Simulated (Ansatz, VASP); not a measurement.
# SnO in VASP and in Ansatz

```
CELL_PARAMETERS angstrom
0.00000 2.53697 2.53697
2.53697 0.00000 2.53697
2.53697 2.53697 0.00000
ATOMIC_POSITIONS crystal
Sn 0.00000 0.00000 0.00000
O 0.50000 0.50000 0.50000
```

Alike in both runs: task single point; functional PBE; k mesh 6 × 6 × 6; occupations methfessel-paxton of order 1, width 0.05 eV; no spin polarisation.

|  | VASP | Ansatz |
| --- | --- | --- |
| version | VASP 6.6.1 | Ansatz 0.2.0 |
| potentials or method | VASP PAW PBE potentials, release 64 (Sn_d, O) | plane waves |
| plane-wave cutoff (eV) | 600 | 420 |
| valence electrons in the cell | 20 | 20 |

```csv
,VASP,Ansatz,Ansatz less VASP
gap on the k mesh at the Fermi level (eV),1.05,1.05,-0.001
pressure (GPa),2.4,2.5,+0.11
```
